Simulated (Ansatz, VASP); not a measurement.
# Ta2C: VASP beside Ansatz

```xyz
3
Lattice="3.1059 0.0000 0.0000 -1.5530 2.6898 0.0000 0.0000 0.0000 4.9464" Properties=species:S:1:pos:R:3 pbc="T T T"
Ta    0.0000    1.7932    1.2545
Ta    1.5530    0.8966    3.6919
C     0.0000    0.0000    0.0000
```

Alike in both runs: functional r2SCAN; k mesh 18 × 18 × 8; occupations gaussian, width 0.1 eV; no spin polarisation.

Ansatz relaxed the structure, and its values are those at the end. VASP's run is a single point on that final structure, the one shown.

```csv
,VASP,Ansatz
version,VASP 6.6.1,Ansatz 0.2.0
potentials or method,"VASP PAW PBE potentials, release 64 (Ta_pv, C), cutoff 520 eV","scalar-relativistic, plane waves, PAW"
valence electrons in the cell,26,30
```

Ansatz gave:

* gap on the k mesh at the Fermi level (eV): none
* pressure (GPa): 0.5
* rms of the force components (eV/Å): 0.001

Problem. What did VASP give for the same quantities?

Solution. gap on the k mesh at the Fermi level (eV): none; pressure (GPa): 1.4; rms of the force components (eV/Å): 0.023.

VASP's potentials were made for PBE, not for r2SCAN. A gap of «none» marks a metal or a gap that the smearing closes. VASP's potentials hold 26 valence electrons a cell and Ansatz's 30, so a difference there can come from the potentials and not from the codes. Ansatz's warnings: stress scf threshold loose.

Spin-orbit coupling is off throughout.
